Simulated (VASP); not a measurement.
# MoS2 in VASP: a series of runs, part 2 of 2

VASP 6.6.1.

## 3. Single point, PBE+D3(BJ)

This run uses another cell than the first one.

INCAR

```
SYSTEM = MoS2
  PREC = Accurate
  ENCUT = 520
  EDIFF = 1E-6
  ISMEAR = 0
  SIGMA = 0.05
  LREAL = .FALSE.
  LASPH = .TRUE.
  NELM = 100
  ALGO = Normal
  ISIF = 2
  LWAVE = .FALSE.
  LCHARG = .FALSE.
  LDIPOL = .TRUE.
  IDIPOL = 3
  DIPOL = 0.5 0.5 0.500
  GGA = PE
  IVDW = 12
  NBANDS = 20
```

KPOINTS

```
regular mesh
0
G
  30 30 1
  0 0 0
```

POSCAR

```
MoS2
1.0
    3.1546275777      0.0000000000      0.0000000000
   -1.5773137888      2.7319876217      0.0000000000
    0.0000000000      0.0000000000     20.1354073823
S Mo
2 1
Direct
    0.6666666667      0.3333333333      0.4221419432
    0.6666666667      0.3333333333      0.5778580568
    0.3333333333      0.6666666667      0.4999977910
```

Potentials or basis: VASP PAW PBE potentials, release 64 (S, Mo_sv).

The run is started by

```
$ cat potpaw_PBE.64/S/POTCAR potpaw_PBE.64/Mo_sv/POTCAR > POTCAR
$ mpirun -np 1 vasp_std > vasp.out
```

OUTCAR:

```text
SYSTEM = MoS2
   PREC = Accurate
   ENCUT = 520
   EDIFF = 1E-6
   ISMEAR = 0
   LREAL = .FALSE.
   LASPH = .TRUE.
   NELM = 100
   ISIF = 2
   GGA = PE
   IVDW = 12
 IVDW          = 12

 ion  position               nearest neighbor table
   1  0.667  0.333  0.422-   3 2.40   3 2.40   3 2.40
   2  0.667  0.333  0.578-   3 2.40   3 2.40   3 2.40
   3  0.333  0.667  0.500-   1 2.40   1 2.40   1 2.40   2 2.40   2 2.40   2 2.40

  LATTYP: Found a hexagonal cell.
 ALAT       =     3.1546275777
 C/A-ratio  =     6.3828160017

  Lattice vectors:

 A1 = (   3.1546275777,   0.0000000000,   0.0000000000)
 A2 = (  -1.5773137888,   2.7319876217,   0.0000000000)
 A3 = (   0.0000000000,   0.0000000000,  20.1354073823)

Analysis of symmetry for initial positions (statically):
=====================================================================
 Subroutine PRICEL returns:
 Original cell was already a primitive cell.

 Routine SETGRP: Setting up the symmetry group for a
 hexagonal supercell.

 Subroutine GETGRP returns: Found 12 space group operations
 (whereof 12 operations were pure point group operations)
 out of a pool of 24 trial point group operations.

The static configuration has the point symmetry D_3h.

Analysis of symmetry for dynamics (positions and initial velocities):
=====================================================================
 Subroutine PRICEL returns:
 Original cell was already a primitive cell.

 Routine SETGRP: Setting up the symmetry group for a
 hexagonal supercell.

 Subroutine GETGRP returns: Found 12 space group operations
 (whereof 12 operations were pure point group operations)
 out of a pool of 24 trial point group operations.

The dynamic configuration has the point symmetry D_3h.

 Subroutine INISYM returns: Found 12 space group operations
 (whereof 12 operations are pure point group operations),
 and found     1 'primitive' translations

----------------------------------------------------------------------------------------

                                     Primitive cell

  volume of cell :     173.5351

  direct lattice vectors                    reciprocal lattice vectors
     3.154627578  0.000000000  0.000000000     0.316994629  0.183016935  0.000000000
    -1.577313789  2.731987622  0.000000000     0.000000000  0.366033869  0.000000000
     0.000000000  0.000000000 20.135407382     0.000000000  0.000000000  0.049663758

  length of vectors
     3.154627578  3.154627578 20.135407382     0.366033869  0.366033869  0.049663758

  position of ions in fractional coordinates (direct lattice)
     0.666666667  0.333333333  0.422141943
     0.666666667  0.333333333  0.577858057
     0.333333333  0.666666667  0.499997791

  ion indices of the primitive-cell ions
   primitive index   ion index
                 1           1
                 2           2
                 3           3

----------------------------------------------------------------------------------------

 KPOINTS: regular mesh

Automatic generation of k-mesh.
 Grid dimensions read from file:
 generate k-points for:   30   30    1

 Generating k-lattice:

  Cartesian coordinates                     Fractional coordinates (reciprocal lattice)
     0.010566488  0.006100564  0.000000000     0.033333333 -0.000000000  0.000000000
     0.000000000  0.012201129  0.000000000     0.000000000  0.033333333  0.000000000
     0.000000000  0.000000000  0.049663758     0.000000000  0.000000000  1.000000000

  Length of vectors
     0.012201129  0.012201129  0.049663758

  Shift w.r.t. Gamma in fractional coordinates (k-lattice)
     0.000000000  0.000000000  0.000000000

 Subroutine IBZKPT returns following result:
 ===========================================

 Found     91 irreducible k-points:

 Following reciprocal coordinates:
            Coordinates               Weight
  0.000000  0.000000  0.000000      1.000000
  0.033333 -0.000000  0.000000      6.000000
  0.066667 -0.000000  0.000000      6.000000
  0.100000  0.000000  0.000000      6.000000
  0.133333 -0.000000  0.000000      6.000000
  0.166667 -0.000000  0.000000      6.000000
[... 16 lines left out ...]
  0.233333  0.033333  0.000000     12.000000
  0.266667  0.033333  0.000000     12.000000
 [... further k-points ...]
   k-points           NKPTS =     91   k-points in BZ     NKDIM =     91   number of bands    NBANDS=     20
   number of dos      NEDOS =    301   number of ions     NIONS =      3
   total plane-waves  NPLWV =  86400
   dimension x,y,z NGX =    24 NGY =   24 NGZ =  150
   dimension x,y,z NGXF=    48 NGYF=   48 NGZF=  300
   ions per type =               2   1
   NGX,Y,Z   is equivalent  to a cutoff of  12.65, 12.65, 12.38 a.u.
   NGXF,Y,Z  is equivalent  to a cutoff of  25.30, 25.30, 24.77 a.u.
 SYSTEM =  MoS2
   PREC   = accura    normal or accurate (medium, high low for compatibility)
   ISTART =      0    job   : 0-new  1-cont  2-samecut
   ICHARG =      2    charge: 1-file 2-atom 10-const
   ISPIN  =      1    spin polarized calculation?
   LNONCOLLINEAR =      F non collinear calculations
   LSORBIT =      F    spin-orbit coupling
   LASPH  =      T    aspherical Exc in radial PAW
   ENCUT  =  520.0 eV  38.22 Ry    6.18 a.u.   5.87  5.87 37.44*2*pi/ulx,y,z
   NELM   =    100;   NELMIN=  2; NELMDL= -5     # of ELM steps
   EDIFF  = 0.1E-05   stopping-criterion for ELM
   LREAL  =      F    real-space projection
   EDIFFG = 0.1E-04   stopping-criterion for IOM
   NSW    =      0    number of steps for IOM
   IBRION =     -1    ionic relax: 0-MD 1-quasi-New 2-CG
   NFREE  =      0    steps in history (QN), initial steepest desc. (CG)
   ISIF   =      2    stress and relaxation
   ISYM   =      2    0-nonsym 1-usesym 2-fastsym
   POTIM  = 0.5000    time-step for ionic-motion
   TEBEG  =    0.0;   TEEND  =   0.0 temperature during run
   PSTRESS=    0.0 pullay stress
   NELECT =      26.0000    total number of electrons
   NUPDOWN=      -1.0000    fix difference up-down
   EMIN   =  10.00;   EMAX   =-10.00  energy-range for DOS
   EFERMI =   0.00;   METHOD = LEGACY
   ISMEAR =     0;   SIGMA  =   0.05  broadening in eV -4-tet -1-fermi 0-gaus
   EFERMI_NEDOS =   21; number of points for ismear=-14 and -15
   IALGO  =     38    algorithm
   IMIX   =      4    mixing-type and parameters
     AMIX     =   0.40;   BMIX     =  1.00
     AMIX_MAG =   1.60;   BMIX_MAG =  1.00
  volume/ion in A,a.u.               =      57.85       390.36
  Fermi-wavevector in a.u.,A,eV,Ry     =   0.869501  1.643119 10.286445  0.756032
  Thomas-Fermi vector in A             =   1.988332
   LORBIT       =      0    0 simple, 1 ext, 2 COOP (PROOUT), +10 PAW based schemes
   GGA     = PE    functional components
   LHFCALC =     F    Hartree Fock is set to
   AEXX    =    0.0000 exact exchange contribution
   IVDW    =    12    specifies the selected vdW correction
   LEPSILON=     F    determine dielectric tensor
   LRPA    =     F    only Hartree local field effects (RPA)
 non-spin polarized calculation
 Gauss-broadening in eV      SIGMA  =   0.05
  energy-cutoff  :      520.00
  volume of cell :      173.54
 maximum number of plane-waves:      4710
 NGX is ok and might be reduce to    24
   NGX = 11   NGY = 11   NGZ = 75

 number of electron      26.0000002 magnetization

 dipolmoment           0.000000      0.000000      0.000512 electrons x Angstroem

 Free energy of the ion-electron system (eV)
  ---------------------------------------------------
  ext. energy  EPLUGINS =         0.00000000
  ---------------------------------------------------
  free energy    TOTEN  =       -21.84430924 eV

  energy without entropy =      -21.84430924  energy(sigma->0) =      -21.84430924

 E-fermi :  -1.6871     XC(G=0):  -3.8319

 val. band max:       -1.9671814256   @ k =   0.3333   0.3333   0.0000
 cond. band min:      -0.1875532023   @ k =   0.3333   0.3333   0.0000
 fundamental gap:      1.7796282233
 Fermi energy:        -1.6871453567

 k-point     1 :       0.0000    0.0000    0.0000
  band No.  band energies     occupation
      1     -62.8032      2.00000
      2     -36.9623      2.00000
      3     -36.7249      2.00000
      4     -36.7249      2.00000
      5     -16.1254      2.00000
      6     -14.8245      2.00000
[... 541 lines left out ...]
     19       5.0864      0.00000
     20       5.8601      0.00000

 [... further k-points ...]

------------------------ aborting loop because EDIFF is reached ----------------------------------------

 vacuum level on the upper side and lower side of the slab       (xc-potential included)        -0.155        -0.165

 Edisp (eV)   -0.95803

 E8    (eV) :    -0.4143

  FORCE on cell =-STRESS in cart. coord.  units (eV):
  Direction    XX          YY          ZZ          XY          YZ          ZX
  --------------------------------------------------------------------------------------
  -------------------------------------------------------------------------------------
  Total      -0.06656    -0.06656    -0.09464    -0.00000    -0.00000     0.00000
  in kB      -0.61448    -0.61448    -0.87373    -0.00000    -0.00000     0.00000
  external pressure =       -0.70 kB  Pullay stress =        0.00 kB

 VOLUME and BASIS-vectors are now :
 -----------------------------------------------------------------------------
  energy-cutoff  :      520.00
  volume of cell :      173.54
      direct lattice vectors                 reciprocal lattice vectors
     3.154627578  0.000000000  0.000000000     0.316994629  0.183016935  0.000000000
    -1.577313789  2.731987622  0.000000000     0.000000000  0.366033869  0.000000000
     0.000000000  0.000000000 20.135407382     0.000000000  0.000000000  0.049663758

 POSITION                                       TOTAL-FORCE (eV/Angst)
 -----------------------------------------------------------------------------------
      1.57731      0.91066      8.50000        -0.000000      0.000000      0.020915
      1.57731      0.91066     11.63541        -0.000000      0.000000     -0.020915
     -0.00000      1.82133     10.06766         0.000000     -0.000000     -0.000000
 -----------------------------------------------------------------------------------
    total drift:                                0.000000     -0.000000      0.149011

  FREE ENERGIE OF THE ION-ELECTRON SYSTEM (eV)
  ---------------------------------------------------
  free  energy   TOTEN  =       -22.8023348241 eV

  energy  without entropy=      -22.8023348241  energy(sigma->0) =      -22.80233482

 vacuum level on the upper side and lower side of the slab         3.835         3.824
```

OSZICAR:

```text
N       E                     dE             d eps       ncg     rms          rms(c)
DAV:   1     0.157795912922E+03    0.15780E+03   -0.13585E+04  4784   0.104E+03
DAV:   2    -0.121970345130E+02   -0.16999E+03   -0.16656E+03  4960   0.235E+02
DAV:   3    -0.231541682542E+02   -0.10957E+02   -0.10867E+02  4696   0.542E+01
[... 14 lines left out ...]
DAV:  18    -0.218442910566E+02   -0.10249E-04   -0.13040E-06  3896   0.326E-03    0.187E-03
DAV:  19    -0.218442978070E+02   -0.67504E-05   -0.25954E-07  3348   0.193E-03    0.567E-04
DAV:  20    -0.218443038245E+02   -0.60174E-05   -0.20337E-07  3288   0.131E-03    0.489E-04
DAV:  21    -0.218443082705E+02   -0.44461E-05   -0.14850E-07  3472   0.923E-04    0.415E-04
DAV:  22    -0.218443092415E+02   -0.97102E-06   -0.18047E-08  2772   0.394E-04
   1 F= -.22802335E+02 E0= -.22802335E+02  d E =-.149466E-17
```

stdout:

```text
POSCAR found type information on POSCAR S Mo
 POSCAR found :  2 types and       3 ions
 scaLAPACK will be used
 LDA part: xc-table for (Slater+PW92), standard interpolation
 POSCAR, INCAR and KPOINTS ok, starting setup
 FFT: planning ... GRIDC
 FFT: planning ... GRID_SOFT
 FFT: planning ... GRID
 WAVECAR not read
 entering main loop
```

Wall time 9.3 min (1 thread of AMD EPYC 7R13, shared host); peak memory 0.45 GiB.

What came out:

```
Free energy                : -22.8023 eV
Largest force              : 0.021 eV/Å
Band gap on the k mesh     : 1.78 eV
Dispersion energy per atom : -0.319 eV
```

Forces in eV/Å, atoms in the order of the input:
```
S    0.000  0.000  0.021
S    0.000  0.000 -0.021
Mo   0.000  0.000  0.000
```
